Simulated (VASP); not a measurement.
Hg4Pt, 5 atoms in the cell. Symmetry: Im-3m, No. 229, cubic system. The conventional cell has a = 6.284 Å, b = 6.284 Å, c = 6.284 Å, α = 90.00°, β = 90.00°, γ = 90.00°. Within 3.6 Å of Hg (site symmetry -3m) lie 2 Pt at 2.72 Å and 6 Hg at 3.14 Å. Pt (site symmetry m-3m) has 8 Hg at 2.72 Å within 3.6 Å. 

- Program: VASP 6.6.1
- Task: single point
- Functional: r2SCAN
- Potentials or basis: VASP PAW PBE potentials, release 64 (Hg, Pt)
- Cutoff: 520 eV
- k mesh: 8 × 8 × 8
- Occupations: gaussian, width 0.1 eV
- Spin: no spin polarisation
- Dipole correction: no
- Further INCAR settings: ALGO = Normal; EDIFF = 1e-06; NBANDS = 37

Potentials or basis: VASP PAW PBE potentials, release 64 (Hg, Pt).

Launch:

```console
$ cat potpaw_PBE.64/Hg/POTCAR potpaw_PBE.64/Pt/POTCAR > POTCAR
$ cp INCAR.step1 INCAR
$ mpirun -np 1 vasp_std > vasp.out
$ cp INCAR.step2 INCAR
$ mpirun -np 1 vasp_std > vasp.out
```

Hardware: 1 thread of Intel(R) Xeon(R) 6975P-C (Granite Rapids) (shared host).

Problem. Estimate the wall time of this run.

Solution. Wall time 2.9 min on 1 thread of Intel(R) Xeon(R) 6975P-C (Granite Rapids), with other jobs on the host, peak memory 0.32 GiB. Counts: k points 29.
